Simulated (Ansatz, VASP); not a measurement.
## PbS: VASP beside Ansatz

```xyz
2
Lattice="0.0000 2.8837 2.8837 2.8837 0.0000 2.8837 2.8837 2.8837 0.0000" Properties=species:S:1:pos:R:3 pbc="T T T"
Pb    0.0000    0.0000    0.0000
S     2.8837    2.8837    2.8837
```

Alike in both runs: task single point; functional PBE; k mesh 8 × 8 × 8; occupations fermi-dirac, width 0.06 eV; no spin polarisation.

|  | VASP | Ansatz |
| --- | --- | --- |
| version | VASP 6.6.1 | Ansatz 0.2 development build |
| potentials or method | VASP PAW PBE potentials, release 64 (Pb_d, S), cutoff 520 eV | all-electron full-potential LAPW, scalar-relativistic |

```tsv
	VASP	Ansatz	Ansatz less VASP
pressure (GPa)	8.3	8.4	+0.13
```

Ansatz ran all-electron here, and VASP with PAW potentials.

Spin-orbit coupling is off throughout.
